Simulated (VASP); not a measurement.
Write the native input for VASP 6.6.1 that does the following.

```yaml
Task: relaxation of shape and atoms at fixed volume
Functional: PBE
Potentials_or_basis: VASP PAW PBE potentials, release 64 (Mg, B)
Cutoff: 600 eV
k_mesh: 14 × 14 × 12
Occupations: gaussian, width 0.05 eV
Spin: no spin polarisation
Dipole_correction: no
Further_INCAR_settings: ALGO = Normal; EDIFF = 1e-06; IBRION = 2; EDIFFG = -0.01; NSW = 60; ISIF = 4
```

The structure of MgB2 lies in POSCAR:

```
MgB2
1.0
    3.0395086285      0.0000000000      0.0000000000
   -1.5197543142      2.6322916873      0.0000000000
    0.0000000000      0.0000000000      3.4622969390
Mg B
1 2
Direct
    0.0000000000      0.0000000000      0.0000000000
    0.3333333333      0.6666666667      0.5000000000
    0.6666666667      0.3333333333      0.5000000000
```

These files were run (other wordings do the same):

INCAR

```
  ALGO = Normal
  EDIFF = 1E-6
  EDIFFG = -0.01
  ENCUT = 600
  GGA = PE
  IBRION = 2
  ISIF = 4
  ISMEAR = 0
  LASPH = T
  LCHARG = F
  LREAL = F
  LWAVE = F
  NELM = 60
  NSW = 60
  PREC = Accurate
  SIGMA = 0.05
```

KPOINTS

```
k-points
0
Gamma
  14 14 12
```

Potentials or basis: VASP PAW PBE potentials, release 64 (Mg, B).

The run is started by

```bash
$ cat potpaw_PBE.64/Mg/POTCAR potpaw_PBE.64/B/POTCAR > POTCAR
$ mpirun -np 1 vasp_std > vasp.out
```

Results of the run:

```json
{"Energy gained by relaxing": "0.1 meV/atom", "Ionic steps": "2", "Pressure after relaxing": "6.0 GPa", "Band gap on the k mesh": "zero (bands 4 and 5 overlap by 3.16 eV)"}
```

Run time: 17 s on 1 thread of Intel(R) Xeon(R) 6975P-C (Granite Rapids), with other jobs on the host, peak memory 0.18 GiB.
